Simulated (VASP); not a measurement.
Input of a VASP 6.6.1 run:

File POSCAR:

```
Pt
1.0
   -1.5842200000      1.5842200000      1.5842200000
    1.5842200000     -1.5842200000      1.5842200000
    1.5842200000      1.5842200000     -1.5842200000
Pt
1
Direct
    0.0000000000      0.0000000000      0.0000000000
```

File INCAR.step1:

```
PREC = Accurate
ENCUT = 600
ISMEAR = 1
SIGMA = 0.1
LREAL = F
LASPH = T
NELM = 100
GGA = PE
ALGO = Normal
EDIFF = 1E-4
LWAVE = T
LCHARG = F
```

INCAR.step2

```
PREC = Accurate
ENCUT = 600
EDIFF = 1E-7
ISMEAR = 1
SIGMA = 0.1
LREAL = F
LASPH = T
NELM = 100
ALGO = Normal
ISIF = 3
LWAVE = F
LCHARG = F
METAGGA = R2SCAN
LMIXTAU = T
IBRION = 2
NSW = 60
EDIFFG = -0.01
PSTRESS = 50.0
ISTART = 1
```

File KPOINTS:

```
Automatic mesh
0
Gamma
  12 12 12
```

Potentials or basis: VASP PAW PBE potentials, release 64 (Pt).

The run is started by

```console
$ cat potpaw_PBE.64/Pt/POTCAR > POTCAR
$ cp INCAR.step1 INCAR
$ mpirun -np 1 vasp_std > vasp.out
$ cp INCAR.step2 INCAR
$ mpirun -np 1 vasp_std > vasp.out
```

Problem. What does it give for the space group after relaxing (to 0.05 Å)?

Solution. Im-3m (No. 229).

Problem. Predict the relaxed volume.

Solution. 15.22 Å³/atom.

Problem. What does it give for the relaxed cell?

Solution. a = 2.704 Å, b = 2.704 Å, c = 2.704 Å, α = 109.47°, β = 109.47°, γ = 109.47°.

Problem. Predict the band gap on the k mesh.

Solution. Zero (band 5 reaches 11.77 eV, above the bottom of band 6 at 9.29 eV).

The path:
```tsv
step	energy change (eV)	largest force (eV/Å)	pressure (GPa)	volume (Å³)
1	0.0000	0.0000	-6.40	15.90
2	0.2944	0.0000	54.89	13.44
3	-0.0052	0.0000	4.37	15.25
4	-0.0044	0.0000	4.91	15.22
```

Caveat: the cell is relaxed towards a set pressure, so the enthalpy falls and the energy may rise; the PAW data sets were made with another functional, which shifts forces and pressure a little; spin-orbit coupling is left out, which moves the levels of the heavy elements.
